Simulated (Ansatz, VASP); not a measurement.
One calculation of MnSb, two programs

Contents of INCAR:

```
ALGO = Normal ; EDIFF = 1E-6
ENCUT = 520 ; GGA = PE
ISIF = 2 ; ISMEAR = -1
ISPIN = 2 ; LASPH = True
LCHARG = True ; LELF = True
LMAXMIX = 4 ; LORBIT = 11
LREAL = False ; LVHAR = True
LWAVE = False ; MAGMOM = 4 0
NBANDS = 20 ; NELM = 150
PREC = Accurate ; SIGMA = 0.08
```

KPOINTS

```
k-points
0
Gamma
  12 12 12
```

POSCAR

```
MnSb
1.0
    0.0000000000      2.7950160000      2.7950160000
    2.7950160000      0.0000000000      2.7950160000
    2.7950160000      2.7950160000      0.0000000000
Mn Sb
1 1
Direct
    0.0000000000      0.0000000000      0.0000000000
    0.5000000000      0.5000000000      0.5000000000
```

Input for Ansatz:

```yaml
crystal:
  lattice:
    - [0.0, 2.795016, 2.795016]
    - [2.795016, 0.0, 2.795016]
    - [2.795016, 2.795016, 0.0]
  atoms:
    - { symbol: Mn, position: [0.0, 0.0, 0.0], spin: 4.0 }
    - { symbol: Sb, position: [0.5, 0.5, 0.5] }
magnetization:
  spin_polarized: true
kpoints:
  mp_grid: { grid: [12, 12, 12] }
scf:
  occupations: { method: fermi_dirac, width: 0.08 }
hamiltonian:
  xc: pbe
  pseudopotentials: { kind: paw }
output:
  forces: true
  stress: true
  eigenvalues: true
  populations: true
```

Alike in both runs: task single point; functional PBE; k mesh 12 × 12 × 12; occupations fermi-dirac, width 0.08 eV; collinear spin.

```csv
,VASP,Ansatz
version,VASP 6.6.1,Ansatz 0.2.0
potentials or method,"VASP PAW PBE potentials, release 64 (Mn_pv, Sb)","PAW with Ansatz's default frozen-core files, scalar-relativistic"
plane-wave cutoff (eV),520,420
valence electrons in the cell,18,30
```

|  | VASP | Ansatz | Ansatz less VASP |
| --- | --- | --- | --- |
| pressure (GPa) | -0.4 | -0.4 | +0.05 |
| net moment per atom (μB) | 1.92 | 1.92 | +0.003 |
| size of the moment on the site where the two differ most (μB) | 3.75 | 3.80 | +0.043 |

Site moments also hang on the region over which each program counts them. With one functional, cell and mesh, what is left measures potentials, basis and numerics. VASP's potentials hold 18 valence electrons a cell and Ansatz's 30, so a difference there can come from the potentials and not from the codes.

Neither program's run includes spin-orbit coupling.
